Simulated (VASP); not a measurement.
Ni3Pt:

```
Ni Pt
1.0
     3.62457    0.00000    0.00000
     0.00000    3.62457    0.00000
     0.00000    0.00000    3.62457
Ni Pt
3 1
Direct
  0.50000 0.00000 0.50000
  0.00000 0.50000 0.50000
  0.50000 0.50000 0.00000
  0.00000 0.00000 0.00000
```

Base run:

| Quantity | Value |
| --- | --- |
| Program | VASP 6.6.1 |
| Functional | LDA |
| Potentials or basis | VASP PAW LDA potentials, release 64 (Ni, Pt) |
| Cutoff | 520 eV |
| k mesh | 9 × 9 × 9 |
| Occupations | fermi-dirac, width 0.05 eV |
| Spin | collinear spin, ferromagnetic start |
| Starting moments | [0.797, 0.797, 0.797, 0.319] μB |
| Fixed moment | 2.71 μB |

Its results: pressure -10.5 GPa; site moments Ni +0.77; Pt +0.40 μB.

Task: After a change of settings the same cell gave: pressure -11.2 GPa; site moments Ni +0.71; Pt +0.37 μB. Which change was it?
A. fixed moment from 2.71 μB to 1.92 μB; moments at the start from [0.8, 0.8, 0.8, 0.32] to [0.56, 0.56, 0.56, 0.22]
B. fixed moment from 2.71 μB to 3.05 μB; moments at the start from [0.8, 0.8, 0.8, 0.32] to [0.9, 0.9, 0.9, 0.36]
C. fixed moment from 2.71 μB to 2.49 μB; moments at the start from [0.8, 0.8, 0.8, 0.32] to [0.73, 0.73, 0.73, 0.29]

Result: C.

Caveats: the cell stands under tension; the total moment is fixed, so each spin has its own Fermi level and the state may be an excited one.
